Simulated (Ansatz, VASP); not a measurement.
W2Se: VASP beside Ansatz

File POSCAR:

```
W2Se
1.0
    3.1807009041      0.0000000000      0.0000000000
   -1.5903504521      2.7545677848      0.0000000000
    0.0000000000      0.0000000000     12.6622845907
W Se
4 2
Direct
    0.0000000000      0.0000000000      0.5864192698
    0.0000000000      0.0000000000      0.0864192698
    0.3333333333      0.6666666667      0.7298347710
    0.6666666667      0.3333333333      0.2298347710
    0.0000000000      0.0000000000      0.3775905292
    0.0000000000      0.0000000000      0.8775905292
```

File INCAR.step1:

```
ALGO = Normal
EDIFF = 1E-4
ENCUT = 520
GGA = PE
ISMEAR = 0
LASPH = True
LCHARG = False
LREAL = False
LWAVE = True
NBANDS = 43
NELM = 100
PREC = Accurate
SIGMA = 0.1
```

Contents of INCAR.step2:

```
ALGO = Normal
EDIFF = 1E-6
ENCUT = 520
ISIF = 2
ISMEAR = 0
ISTART = 1
LASPH = True
LCHARG = False
LMIXTAU = True
LREAL = False
LWAVE = False
METAGGA = R2SCAN
NBANDS = 43
NELM = 100
PREC = Accurate
SIGMA = 0.1
```

Contents of KPOINTS:

```
k-points
0
Gamma
  12 12 4
```

Input for Ansatz:

```yaml
crystal:
  lattice:
    - [3.1807009041, 0.0, 0.0]
    - [-1.5903504521, 2.7545677848, 0.0]
    - [0.0, 0.0, 12.6622845907]
  atoms:
    - { symbol: W, position: [0.0, 0.0, 0.5864192698] }
    - { symbol: W, position: [0.0, 0.0, 0.0864192698] }
    - { symbol: W, position: [0.3333333333, 0.6666666667, 0.729834771] }
    - { symbol: W, position: [0.6666666667, 0.3333333333, 0.229834771] }
    - { symbol: Se, position: [0.0, 0.0, 0.3775905292] }
    - { symbol: Se, position: [0.0, 0.0, 0.8775905292] }
basis:
  ecutwfc: 500
kpoints:
  mp_grid: { grid: [12, 12, 4] }
  band_path:
    path:
      - [[0.0, 0.0, 0.0], [0.5, 0.0, 0.0], [0.33333333, 0.33333333, 0.0], [0.0, 0.0, 0.0], [0.0, 0.0, 0.5], [0.5, 0.0, 0.5], [0.33333333, 0.33333333, 0.5], [0.0, 0.0, 0.5]]
      - [[0.5, 0.0, 0.5], [0.5, 0.0, 0.0]]
      - [[0.33333333, 0.33333333, 0.5], [0.33333333, 0.33333333, 0.0]]
    npoints: 14
hamiltonian:
  xc: r2scan
scf:
  occupations: { method: gaussian, width: 0.1 }
  n_extra_bands: 15
output:
  forces: true
  stress: true
  eigenvalues: true
  populations: true
  dos: { projected: true, de: 0.02, nscf_kmesh: { grid: [15, 15, 5] } }
  bader: true
  write_density: true
  write_potential: true
  elf: true
  volumetric_format: npy
```

Alike in both runs: task single point; functional r2SCAN; k mesh 12 × 12 × 4; occupations gaussian, width 0.1 eV; no spin polarisation.

|  | VASP | Ansatz |
| --- | --- | --- |
| version | VASP 6.6.1 | Ansatz 0.2.0 |
| potentials or method | VASP PAW PBE potentials, release 64 (W_sv, Se), cutoff 520 eV | scalar-relativistic, plane waves, PAW |
| valence electrons in the cell | 68 | 88 |

```csv
,VASP,Ansatz,Ansatz less VASP
gap on the k mesh at the Fermi level (eV),none,none,-
pressure (GPa),-1.8,-2.4,-0.63
"traceless stress, the component that is largest in VASP (GPa)",-2.91,-2.99,-0.076
rms of the force components (eV/Å),0.195,0.219,+0.0236
```

VASP's potentials were made for PBE, not for r2SCAN. Atom by atom the forces differ by 0.025 eV/Å (rms over components). A gap of «none» marks a metal or a gap that the smearing closes. VASP's potentials hold 68 valence electrons a cell and Ansatz's 88, so a difference there can come from the potentials and not from the codes.

Spin-orbit coupling is off throughout.
